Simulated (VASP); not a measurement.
Crystal: PbS (rocksalt type).

```xyz
2
Lattice="0.0000 2.6934 2.6934 2.6934 0.0000 2.6934 2.6934 2.6934 0.0000" Properties=species:S:1:pos:R:3 pbc="T T T"
Pb    0.0000    0.0000    0.0000
S     2.6934    2.6934    2.6934
```

```yaml
Program: VASP 6.6.1
Task: relaxation of cell and atoms
Functional: r2SCAN
Potentials_or_basis: VASP PAW PBE potentials, release 64 (Pb_d, S)
Cutoff: 600 eV
k_mesh: 12 × 12 × 12
Occupations: fermi-dirac, width 0.05 eV
Spin: no spin polarisation
```

At the start: pressure 34.4 GPa; volume 19.54 Å³/atom.

**Question.** Where does the relaxation end?

**Answer.** Over 19 steps the energy falls by 584.5 meV/atom and the volume is 26.65 Å³/atom (+36.4 %); space group Fm-3m (No. 225, to 0.1 Å) before and after.

Step by step:
| step | energy change (eV) | largest force (eV/Å) | pressure (GPa) | volume (Å³) |
| --- | --- | --- | --- | --- |
| 1 | 0.0000 | 0.0000 | 34.40 | 39.08 |
| 2 | -0.6990 | 0.0000 | -8.29 | 67.94 |
| 3 | -1.1689 | 0.0000 | -0.16 | 53.46 |
| 4 | -1.1689 | 0.0000 | 0.17 | 53.14 |
| 5 | -1.1689 | 0.0000 | 0.18 | 53.14 |
| 6 | -1.1689 | 0.0000 | 0.20 | 53.15 |
| 7 | -1.1689 | 0.0000 | 0.17 | 53.15 |
| 8 | -1.1689 | 0.0000 | 0.17 | 53.15 |
| 9 | -1.1689 | 0.0000 | 0.17 | 53.15 |
| 10 | -1.1689 | 0.0000 | 0.17 | 53.15 |
| 11 | -1.1689 | 0.0000 | 0.17 | 53.15 |
| 12 | -1.1689 | 0.0000 | 0.17 | 53.15 |
| 13 | -1.1689 | 0.0000 | 0.18 | 53.15 |
| 14 | -1.1689 | 0.0000 | 0.18 | 53.15 |
| 15 | -1.1689 | 0.0000 | 0.16 | 53.16 |
| 16 | -1.1689 | 0.0000 | 0.16 | 53.17 |
| 17 | -1.1689 | 0.0000 | 0.14 | 53.19 |
| 18 | -1.1690 | 0.0000 | 0.12 | 53.23 |
| 19 | -1.1690 | 0.0000 | -0.01 | 53.31 |

Final structure:
```xyz
2
Lattice="0.0000 2.9871 2.9871 2.9871 0.0000 2.9871 2.9871 2.9871 0.0000" Properties=species:S:1:pos:R:3 pbc="T T T"
Pb    0.0000    0.0000    0.0000
S     2.9871    2.9871    2.9871
```

Caveat: the volume moved by over 15 % at a fixed basis, so the end points are rough; the PAW data sets were made with another functional, which shifts forces and pressure a little.
